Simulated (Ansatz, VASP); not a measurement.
## Si: VASP beside Ansatz

File INCAR:

```
SYSTEM = Si
ALGO = Normal
EDIFF = 1E-6
ENCUT = 520
GGA = CA
ISIF = 2
ISMEAR = 0
LASPH = .True.
LCHARG = .False.
LREAL = .False.
LWAVE = .False.
NBANDS = 26
NELM = 80
PREC = Accurate
SIGMA = 0.15
```

The input KPOINTS:

```
k-points
0
Gamma
  10 10 8
  0 0 0
```

The input POSCAR:

```
Si
1.0
    4.4383336898     -2.3738387447      0.0000000000
    4.4383336898      2.3738387447      0.0000000000
    0.0000000000      0.0000000000      5.3276483681
Si
8
Direct
    0.5000000000      0.5000000000      0.7705063100
    0.5000000000      0.5000000000      0.2294936900
    1.0000000000      0.0000000000      0.2705063100
    0.0000000000      1.0000000000      0.7294936900
    0.7262158274      0.7262158274      0.5000000000
    0.2262158274      0.2262158274      0.0000000000
    0.2737841726      0.2737841726      0.5000000000
    0.7737841726      0.7737841726      0.0000000000
```

Input for Ansatz:

```yaml
crystal:
  lattice:
    - [4.4383336898, -2.3738387447, 0.0]
    - [4.4383336898, 2.3738387447, 0.0]
    - [0.0, 0.0, 5.3276483681]
  atoms:
    - { symbol: Si, position: [0.5, 0.5, 0.77050631] }
    - { symbol: Si, position: [0.5, 0.5, 0.22949369] }
    - { symbol: Si, position: [1.0, 0.0, 0.27050631] }
    - { symbol: Si, position: [0.0, 1.0, 0.72949369] }
    - { symbol: Si, position: [0.7262158274, 0.7262158274, 0.5] }
    - { symbol: Si, position: [0.2262158274, 0.2262158274, 0.0] }
    - { symbol: Si, position: [0.2737841726, 0.2737841726, 0.5] }
    - { symbol: Si, position: [0.7737841726, 0.7737841726, 0.0] }
basis:
  ecutwfc: 420
kpoints:
  mp_grid: { grid: [10, 10, 8] }
hamiltonian:
  xc: lda
scf:
  occupations: { method: gaussian, width: 0.15 }
output:
  forces: true
  stress: true
  eigenvalues: true
```

Change from the starting cell: strain -0.025 along x and y, +0.000 along z, atoms carried along.

Alike in both runs: task single point; functional LDA; k mesh 10 × 10 × 8; occupations gaussian, width 0.15 eV; no spin polarisation.

```csv
,VASP,Ansatz
version,VASP 6.6.1,Ansatz 0.2.0
potentials or method,"VASP PAW LDA potentials, release 64 (Si), cutoff 520 eV","scalar-relativistic, plane waves, PAW"
valence electrons in the cell,32,32
```

Ansatz gave:

- gap on the k mesh at the Fermi level (eV): none
- pressure (GPa): 6.7
- traceless stress, the component that is largest in VASP (GPa): 3.18
- rms of the force components (eV/Å): 0.058

Q: Estimate VASP's values.

A: gap on the k mesh at the Fermi level (eV): none; pressure (GPa): 6.8; traceless stress, the component that is largest in VASP (GPa): 3.20; rms of the force components (eV/Å): 0.059.

LDA's correlation is that of Perdew and Zunger in VASP and of Perdew and Wang (1992) in Ansatz. Atom by atom the forces differ by 0.001 eV/Å (rms over components). A gap of «none» marks a metal or a gap that the smearing closes.
